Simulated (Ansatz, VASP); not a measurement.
# One calculation of Al, two programs

```
Al
1.0
     0.00000    1.99048    1.99048
     1.99048    0.00000    1.99048
     1.99048    1.99048    0.00000
Al
1
Direct
  0.00000 0.00000 0.00000
```

Alike in both runs: task single point; functional PBE; k mesh 14 × 14 × 14; occupations fermi-dirac, width 0.15 eV; no spin polarisation.

|  | VASP | Ansatz |
| --- | --- | --- |
| version | VASP 6.6.1 | Ansatz 0.2.0 |
| potentials or method | VASP PAW PBE potentials, release 64 (Al), cutoff 520 eV | plane waves, PAW |
| valence electrons in the cell | 3 | 3 |

|  | VASP | Ansatz | Ansatz less VASP |
| --- | --- | --- | --- |
| pressure (GPa) | 3.8 | 3.8 | +0.03 |

The functional is the same, so the differences come from potentials, cutoffs and numerics.
